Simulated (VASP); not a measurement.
# InP2N3 (P4mm) in VASP: further runs, part 2 of 2

VASP 6.6.1. The steps go on from the part before.

### Step 3. Single point, PBE, collinear spin, ferromagnetic start

This run uses another cell than the first one.

The input, INCAR:

```
SYSTEM = InP2N3
PREC = Accurate
ENCUT = 520
EDIFF = 1E-6
ISMEAR = 0
SIGMA = 0.1
LREAL = .False.
LASPH = .True.
NELM = 150
ALGO = Normal
ISIF = 2
LWAVE = .False.
LCHARG = .True.
ISPIN = 2
MAGMOM = 0 0 0 1 1 1
LORBIT = 11
GGA = PE
LELF = .True.
LVHAR = .True.
NBANDS = 32
```

The input, KPOINTS:

```
Automatic mesh
0
Gamma
  6 6 2
  0 0 0
```

The input, POSCAR:

```
InP2N3
1.0
    3.0116646685      0.0000000000      0.0000000000
    0.0000000000      3.0116646685      0.0000000000
    0.0000000000      0.0000000000     11.5415558434
In P N
1 2 3
Direct
    0.5000000000      0.5000000000      0.1644805131
    0.0000000000      0.0000000000     -0.0859247153
    0.5000000000      0.5000000000      0.7293899844
    0.0000000000      0.0000000000      0.7598058323
    0.0000000000      0.0000000000      0.0507854777
    0.5000000000      0.5000000000      0.8814618679
```

Potentials or basis: VASP PAW PBE potentials, release 64 (In_d, P, N).

Command:

```sh
> cat potpaw_PBE.64/In_d/POTCAR potpaw_PBE.64/P/POTCAR potpaw_PBE.64/N/POTCAR > POTCAR
> mpirun -np 1 vasp_std > vasp.out
```

OUTCAR:

```text
SYSTEM = InP2N3
   PREC = Accurate
   ENCUT = 520
   EDIFF = 1E-6
   ISMEAR = 0
   LREAL = .False.
   LASPH = .True.
   NELM = 150
   ISIF = 2
   ISPIN = 2
   LORBIT = 11
   GGA = PE

 ion  position               nearest neighbor table
   1  0.500  0.500  0.164-   5 2.50   5 2.50   5 2.50   5 2.50
   2  0.000  0.000  0.914-   5 1.58   4 1.78   6 2.16   6 2.16   6 2.16   6 2.16
   3  0.500  0.500  0.729-   6 1.76   4 2.16   4 2.16   4 2.16   4 2.16
   4  0.000  0.000  0.760-   2 1.78   3 2.16   3 2.16   3 2.16   3 2.16
   5  0.000  0.000  0.051-   2 1.58   1 2.50   1 2.50   1 2.50   1 2.50
   6  0.500  0.500  0.881-   3 1.76   2 2.16   2 2.16   2 2.16   2 2.16

  LATTYP: Found a simple tetragonal cell.
 ALAT       =     3.0116646685
 C/A-ratio  =     3.8322845050

  Lattice vectors:

 A1 = (   3.0116646685,   0.0000000000,   0.0000000000)
 A2 = (   0.0000000000,   3.0116646685,   0.0000000000)
 A3 = (   0.0000000000,   0.0000000000,  11.5415558434)

Analysis of symmetry for initial positions (statically):
=====================================================================
 Subroutine PRICEL returns:
 Original cell was already a primitive cell.

 Routine SETGRP: Setting up the symmetry group for a
 simple tetragonal supercell.

 Subroutine GETGRP returns: Found  8 space group operations
 (whereof  8 operations were pure point group operations)
 out of a pool of 16 trial point group operations.

The static configuration has the point symmetry C_4v.

Analysis of symmetry for dynamics (positions and initial velocities):
=====================================================================
 Subroutine PRICEL returns:
 Original cell was already a primitive cell.

 Routine SETGRP: Setting up the symmetry group for a
 simple tetragonal supercell.

 Subroutine GETGRP returns: Found  8 space group operations
 (whereof  8 operations were pure point group operations)
[... 173 lines left out ...]
 Fermi energy:         4.9568779904

 spin component 1

 k-point     1 :       0.0000    0.0000    0.0000
  band No.  band energies     occupation
      1     -16.3901      1.00000
      2     -12.6709      1.00000
      3     -10.2501      1.00000
      4      -9.9323      1.00000
      5      -9.5956      1.00000
      6      -9.2405      1.00000
[... 669 lines left out ...]
     30      14.7354      0.00000
     31      14.7354      0.00000
 Fermi energy:         4.9568779904

 spin component 2

 k-point     1 :       0.0000    0.0000    0.0000
  band No.  band energies     occupation
      1     -16.3896      1.00000
      2     -12.6703      1.00000
      3     -10.2498      1.00000
      4      -9.9321      1.00000
      5      -9.5954      1.00000
      6      -9.2403      1.00000
[... 669 lines left out ...]
     30      14.7358      0.00000
     31      14.7358      0.00000
 [bands above 31 left out]

------------------------ aborting loop because EDIFF is reached ----------------------------------------

  FORCE on cell =-STRESS in cart. coord.  units (eV):
  Direction    XX          YY          ZZ          XY          YZ          ZX
  --------------------------------------------------------------------------------------
  -------------------------------------------------------------------------------------
  Total       -0.3295447     -0.3295447     -0.1763680      0.0000000      0.0000000      0.0000000
  in kB       -5.0436777     -5.0436777     -2.6993107      0.0000000      0.0000000      0.0000000
  external PRESSURE =      -4.2622220 kB  Pullay stress =       0.0000000 kB

 VOLUME and BASIS-vectors are now :
 -----------------------------------------------------------------------------
  energy-cutoff  :      520.00
  volume of cell :      104.68
      direct lattice vectors                 reciprocal lattice vectors
     3.011664668  0.000000000  0.000000000     0.332042279  0.000000000  0.000000000
     0.000000000  3.011664668  0.000000000     0.000000000  0.332042279  0.000000000
     0.000000000  0.000000000 11.541555843     0.000000000  0.000000000  0.086643431

 POSITION                                       TOTAL-FORCE (eV/Angst)
 -----------------------------------------------------------------------------------
      1.50583      1.50583      1.89836        -0.000000     -0.000000     -0.014303
      0.00000      0.00000     10.54985         0.000000     -0.000000     -0.023129
      1.50583      1.50583      8.41830        -0.000000      0.000000      0.052043
      0.00000      0.00000      8.76934        -0.000000     -0.000000     -0.016238
      0.00000      0.00000      0.58614        -0.000000      0.000000      0.019358
      1.50583      1.50583     10.17344        -0.000000     -0.000000     -0.017730
 -----------------------------------------------------------------------------------
    total drift:                                0.000000     -0.000000     -0.000251

  FREE ENERGIE OF THE ION-ELECTRON SYSTEM (eV)
  ---------------------------------------------------
  free  energy   TOTEN  =       -34.7313159174 eV

  energy  without entropy=      -34.7151917797  energy(sigma->0) =      -34.72325385

 total charge

# of ion       s       p       d       tot
------------------------------------------
    1        0.981   0.441   9.893  11.315
    2        0.993   1.291   0.000   2.285
    3        1.168   1.112   0.000   2.280
    4        1.282   2.396   0.000   3.678
    5        1.283   2.479   0.000   3.762
    6        1.273   2.419   0.000   3.692
--------------------------------------------------
tot          6.980  10.138   9.893  27.011

 magnetization (x)

# of ion       s       p       d       tot
------------------------------------------
    1        0.000   0.000   0.000   0.000
    2        0.000   0.000   0.000   0.000
    3       -0.000   0.000   0.000   0.000
    4        0.000   0.000   0.000   0.000
    5        0.000   0.000   0.000   0.000
    6       -0.000  -0.000   0.000  -0.000
--------------------------------------------------
tot          0.000   0.001   0.000   0.001
```

stdout:

```text
POSCAR found type information on POSCAR InP N
 POSCAR found :  3 types and       6 ions
 scaLAPACK will be used
 LDA part: xc-table for (Slater+PW92), standard interpolation
 POSCAR, INCAR and KPOINTS ok, starting setup
 FFT: planning ... GRIDC
 FFT: planning ... GRID_SOFT
 FFT: planning ... GRID
 WAVECAR not read
 entering main loop
```

Run time: 4.9 min. Hardware: 1 thread of Intel Xeon 8259CL, shared host; peak memory 0.32 GiB.

What came out:

```yaml
Free_energy: -34.7313 eV
Pressure: -0.4 GPa
Largest_force: 0.052 eV/Å
Band_gap_on_the_k_mesh: zero (filled and empty bands overlap)
Net_moment: 0.00 μB per cell
Valence_electrons_inside_the_program's_atomic_spheres: In 11.31; P 2.29, 2.28; N 3.68, 3.76, 3.69
```

Forces in eV/Å, atoms in the order of the input:
```
In   0.000  0.000 -0.014
P    0.000  0.000 -0.023
P    0.000  0.000  0.052
N    0.000  0.000 -0.016
N    0.000  0.000  0.019
N    0.000  0.000 -0.018
```

Caveat: spin-orbit coupling is left out, which moves the levels of the heavy elements.

### Step 4. Single point, PBE, collinear spin, ferromagnetic start

This run uses another cell than the first one, of 19.44 Å³/atom.

The input, INCAR:

```
SYSTEM = InP2N3
ALGO = Normal
EDIFF = 1E-6
ENCUT = 520
GGA = PE
ISIF = 2
ISMEAR = 0
ISPIN = 2
LASPH = .True.
LCHARG = .False.
LORBIT = 11
LREAL = .False.
LWAVE = .False.
MAGMOM = 0 0 0 1 1 1
NBANDS = 32
NELM = 150
PREC = Accurate
SIGMA = 0.1
```

The input, KPOINTS:

```
k-points
0
Gamma
  6 6 2
  0 0 0
```

The input, POSCAR:

```
InP2N3
1.0
    3.2210285200      0.0000000000      0.0000000000
    0.0000000000      3.2210285200      0.0000000000
    0.0000000000      0.0000000000     11.2441857600
In P N
1 2 3
Direct
    0.5000000000      0.5000000000      0.1515834800
    0.0000000000      0.0000000000      0.0241090300
    0.5000000000      0.5000000000      0.4912769800
    0.0000000000      0.0000000000      0.6514509300
    0.0000000000      0.0000000000      0.3293667700
    0.5000000000      0.5000000000      0.8522117700
```

Command:

```sh
> cat potpaw_PBE.64/In_d/POTCAR potpaw_PBE.64/P/POTCAR potpaw_PBE.64/N/POTCAR > POTCAR
> mpirun -np 1 vasp_std > vasp.out
```

Wall time 4 min (1 thread of Intel Xeon 8259CL, shared host); peak memory 0.31 GiB.

Results (log left out):

```yaml
Free_energy: -21.1734 eV
Pressure: -7.6 GPa
Largest_force: 1.726 eV/Å
Net_moment: 4.66 μB per cell
Site_moments: In -0.04; P -0.12, -0.39; N +1.43, +0.89, +1.68 μB
Valence_electrons_inside_the_program's_atomic_spheres: In 11.34; P 2.38, 2.17; N 3.27, 3.31, 3.28
```

Forces in eV/Å, atoms in the order of the input:
```
In   0.000  0.000  1.683
P    0.000  0.000 -1.304
P    0.000  0.000  0.155
N    0.000  0.000 -1.726
N    0.000  0.000  0.460
N    0.000  0.000  0.732
```

Stress tensor (GPa, compression positive):
```
 -5.60   0.00   0.00
  0.00  -5.60   0.00
  0.00   0.00 -11.69
```

Levels at points of the mesh, in eV from the Fermi level:
Spin up:
```tsv
k point	band 17	band 18	band 19	band 20	band 21	band 22	band 23	band 24	band 25	band 26
(0.00, 0.00, 0.00)	-1.38	-1.38	-1.20	-1.20	0.63	0.75	0.75	2.24	2.53	2.53
(0.50, 0.00, 0.00)	-1.61	-1.28	-1.19	-1.00	-0.87	0.53	0.85	1.88	1.99	2.70
(0.50, 0.50, 0.00)	-2.57	-2.10	-1.97	-1.97	-1.60	-1.09	-0.06	-0.06	0.24	0.68
(0.00, 0.00, 0.50)	-1.44	-1.15	-1.15	-0.87	0.35	0.74	0.74	2.38	2.53	2.53
(0.50, 0.00, 0.50)	-2.00	-1.28	-1.19	-0.87	-0.57	0.40	0.95	1.88	1.95	2.70
(0.50, 0.50, 0.50)	-2.52	-2.28	-2.28	-2.14	-1.54	-1.14	0.00	0.00	0.21	0.75
```
Spin down:
| k point | band 12 | band 13 | band 14 | band 15 | band 16 | band 17 | band 18 | band 19 | band 20 | band 21 |
| --- | --- | --- | --- | --- | --- | --- | --- | --- | --- | --- |
| (0.00, 0.00, 0.00) | -1.71 | -0.45 | -0.05 | -0.05 | 0.34 | 0.34 | 0.60 | 1.27 | 1.27 | 2.28 |
| (0.50, 0.00, 0.00) | -3.64 | -3.16 | -2.95 | -1.38 | 0.21 | 0.82 | 1.06 | 1.14 | 1.60 | 1.68 |
| (0.50, 0.50, 0.00) | -4.27 | -3.21 | -3.21 | -1.88 | -0.84 | -0.84 | -0.84 | -0.31 | 0.07 | 0.68 |
| (0.00, 0.00, 0.50) | -1.67 | -0.60 | -0.02 | -0.02 | 0.29 | 0.29 | 0.99 | 1.33 | 1.33 | 1.65 |
| (0.50, 0.00, 0.50) | -3.74 | -3.25 | -2.77 | -1.07 | -0.23 | 0.36 | 1.14 | 1.49 | 1.68 | 1.91 |
| (0.50, 0.50, 0.50) | -4.26 | -3.23 | -3.23 | -1.86 | -0.89 | -0.70 | -0.70 | -0.39 | 0.21 | 0.26 |

Caveat: the cell stands under tension; spin-orbit coupling is left out, which moves the levels of the heavy elements; forces of over 1 eV/Å act on the atoms, so gaps and moduli don't describe the material at rest.

### Step 5. The runs side by side

| spin | cell | k mesh | gap on the mesh (eV) | pressure (GPa) | moment (μB) | largest force (eV/Å) |
| --- | --- | --- | --- | --- | --- | --- |
| off | a = 2.996, b = 2.996, c = 11.296 Å, 6 atoms, atomic positions A | 12 × 12 × 4 | none | -0.2 | - | 0.06 |
| collinear, ferromagnetic start | a = 3.012, b = 3.012, c = 11.542 Å, 6 atoms, atomic positions B | 6 × 6 × 2 | none | -0.4 | 0.00 | 0.05 |
| collinear, ferromagnetic start | a = 3.221, b = 3.221, c = 11.244 Å, 6 atoms, atomic positions C | 6 × 6 × 2 | none | -7.6 | 4.66 | 1.73 |

Alike in all rows: task single point; level PBE; potentials or basis VASP PAW PBE potentials, release 64 (In_d, P, N); cutoff (eV) 520; smearing gaussian 0.1 eV.

Caveats: spin-orbit coupling is left out, which moves the levels of the heavy elements; the cell stands under tension (at least some runs); forces of over 1 eV/Å act on the atoms, so gaps and moduli don't describe the material at rest (at least some runs).

Absolute energies hang on the potentials; compare differences alone.
